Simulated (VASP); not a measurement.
Runs of VASP 6.6.1 on CdH2. The structure is cubic, space group Fm-3m (No. 225). Conventional cell: a = 5.054 Å, b = 5.054 Å, c = 5.054 Å, α = 90.00°, β = 90.00°, γ = 90.00°. Cd (site symmetry m-3m) has 8 H at 2.19 Å within 2.9 Å. Within 2.9 Å of H (site symmetry -43m) lie 4 Cd at 2.19 Å and 6 H at 2.53 Å. 

| level | k mesh | smearing | grid for exact exchange (PRECFOCK) | share of exact exchange | screening parameter | gap on the mesh (eV) | pressure (GPa) |
| --- | --- | --- | --- | --- | --- | --- | --- |
| PBEsol | 5 × 5 × 5 | fermi-dirac 0.02 eV | - | - | - | none | -1.9 |
| PBE-based screened hybrid | 4 × 4 × 4 | fermi-dirac 0.02 eV | Normal | 0.35 | 0.3 1/Å | none | 0.8 |
| PBEsol | 6 × 6 × 6 | gaussian 0.5 eV | - | - | - | none | (a) |
| PBEsol | 6 × 6 × 6 | fermi-dirac 0.02 eV | - | - | - | none | -1.5 |

Alike in all rows: task single point; potentials or basis VASP PAW PBE potentials, release 64 (Cd, H); no spin polarisation; cell as given; cutoff (eV) 520.

Problem. Estimate the missing entries.

Solution. (a) -1.3.

Caveats: some runs use coarse meshes; the PAW data sets were made with another functional, which shifts forces and pressure a little.

A k mesh can miss the band edges, and the runs leave out spin-orbit coupling on Cd.

A gap of «none» marks levels without a gap at the run's occupations.
